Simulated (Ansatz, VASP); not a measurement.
# Two plane-wave programs on BaO

```xyz
2
Lattice="3.9180 0.0000 0.0000 1.9590 3.3931 0.0000 1.9590 1.1310 3.1990" Properties=species:S:1:pos:R:3 pbc="T T T"
Ba    0.0000    0.0000    0.0000
O     3.9180    2.2621    1.5995
```

Alike in both runs: functional revPBE; dispersion D3(BJ); k mesh 8 × 8 × 8; no spin polarisation.

Ansatz relaxed the structure, and its values are those at the end. VASP's run is a single point on that final structure, the one shown.

|  | VASP | Ansatz |
| --- | --- | --- |
| version | VASP 6.6.1 | Ansatz 0.2.0 |
| potentials or method | VASP PAW PBE potentials, release 64 (Ba_sv, O) | plane waves, PAW |
| plane-wave cutoff (eV) | 600 | 420 |
| occupations | gaussian, width 0.01 eV | fixed |
| valence electrons in the cell | 16 | 16 |

Ansatz gave:

| Item | Value |
| --- | --- |
| pressure (GPa) | 0.0 |

Problem. Which values does VASP return?

Solution. Pressure (GPa): 1.6.

VASP's potentials were made for PBE, not for revPBE.

Neither program's run includes spin-orbit coupling.
